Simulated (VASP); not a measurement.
Crystal: Ti2GaS3.

```xyz
6
Lattice="3.5000 0.0000 0.0000 -1.7500 3.0311 0.0000 0.0000 0.0000 10.5700" Properties=species:S:1:pos:R:3 pbc="T T T"
Ti    0.0000    0.0000    3.5230
Ti    0.0000    0.0000    7.0470
Ga    0.0000    0.0000    0.0000
S     0.0000    2.0207    1.7620
S     0.0000    2.0207    5.2850
S     0.0000    2.0207    8.8080
```

```yaml
Program: VASP 6.6.1
Task: relaxation of cell and atoms
Functional: PBE
Potentials_or_basis: VASP PAW PBE potentials, release 64 (Ti_sv, Ga_d, S)
Cutoff: 600 eV
k_mesh: 5 × 5 × 2
Occupations: gaussian, width 0.2 eV
Spin: collinear spin
Starting_moments: "[1.0, 1.0, 0.0, 0.0, 0.0, 0.0] μB"
```

At the start: pressure -10.8 GPa; volume 18.69 Å³/atom.

Question: How do energy, volume and symmetry change on relaxing?

Answer: Over 10 steps the energy falls by 247.6 meV/atom and the volume is 17.42 Å³/atom (-6.8 %); space group P-6m2 (No. 187, to 0.1 Å) before and after; moment 0.00 μB per cell.

The path:
```csv
step,energy change (eV),largest force (eV/Å),pressure (GPa),volume (Å³)
1,0.0000,2.1748,-10.84,112.14
2,-0.7991,0.9351,6.06,92.81
3,-0.8498,1.0923,1.72,96.08
4,-1.0257,0.8552,1.92,96.72
5,-1.3196,0.2548,3.26,98.63
6,-1.3405,0.5149,3.98,99.33
7,-1.4522,0.4727,-1.00,104.90
8,-1.4527,0.4687,-1.30,105.30
9,-1.4831,0.0908,-0.50,104.76
10,-1.4859,0.0610,-0.16,104.55
```

Final structure:
```cif
data_structure
_symmetry_space_group_name_H-M 'P 1'
_symmetry_Int_Tables_number 1
_cell_length_a 3.3273
_cell_length_b 3.3273
_cell_length_c 10.9042
_cell_angle_alpha 90.000
_cell_angle_beta 90.000
_cell_angle_gamma 120.000
_cell_volume 104.55
loop_
_atom_site_label
_atom_site_type_symbol
_atom_site_fract_x
_atom_site_fract_y
_atom_site_fract_z
_atom_site_occupancy
Ti1 Ti 0.00000 0.00000 0.34957 1
Ti2 Ti 0.00000 0.00000 0.65043 1
Ga1 Ga 0.00000 0.00000 0.00000 1
S1 S 0.33333 0.66667 0.21366 1
S2 S 0.33333 0.66667 0.50000 1
S3 S 0.33333 0.66667 0.78634 1
```

Caveat: the k points lie up to 0.44 Å⁻¹ apart in the final cell; the relaxation stopped at a loose force limit of 0.08 eV/Å, so its end isn't a converged minimum.
